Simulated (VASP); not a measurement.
The system is BaZrO3.

```xyz
5
Lattice="4.2272 0.0000 0.0000 0.0000 4.2272 0.0000 0.0000 0.0000 4.2272" Properties=species:S:1:pos:R:3 pbc="T T T"
Ba    0.0000    0.0000    0.0000
Zr    2.1136    2.1136    2.1136
O     0.0000    2.1136    2.1136
O     2.1136    0.0000    2.1136
O     2.1136    2.1136    0.0000
```

- Program: VASP 6.6.1
- Task: relaxation of cell and atoms
- Functional: PBEsol
- Potentials or basis: VASP PAW PBE potentials, release 64 (Ba_sv, Zr_sv, O)
- Cutoff: 600 eV
- k mesh: 6 × 6 × 6
- Occupations: gaussian, width 0.02 eV
- Spin: no spin polarisation

At the start: pressure -4.1 GPa; volume 15.11 Å³/atom.

Question: How do energy, volume and symmetry change on relaxing?

Answer: Over 3 steps the energy falls by 5.3 meV/atom and the volume is 14.71 Å³/atom (-2.7 %); space group Pm-3m (No. 221, to 0.05 Å).

The path:
| step | energy change (eV) | largest force (eV/Å) | pressure (GPa) | volume (Å³) |
| --- | --- | --- | --- | --- |
| 1 | 0.0000 | 0.0000 | -4.14 | 75.53 |
| 2 | 0.0078 | 0.0000 | 5.25 | 71.34 |
| 3 | -0.0267 | 0.0000 | -0.02 | 73.53 |

Final structure:
```
Ba Zr O
1.0
     4.18939    0.00000    0.00000
     0.00000    4.18939    0.00000
     0.00000    0.00000    4.18939
Ba Zr O
1 1 3
Direct
  0.00000 0.00000 0.00000
  0.50000 0.50000 0.50000
  0.00000 0.50000 0.50000
  0.50000 0.00000 0.50000
  0.50000 0.50000 0.00000
```

Caveat: the PAW data sets were made with another functional, which shifts forces and pressure a little.
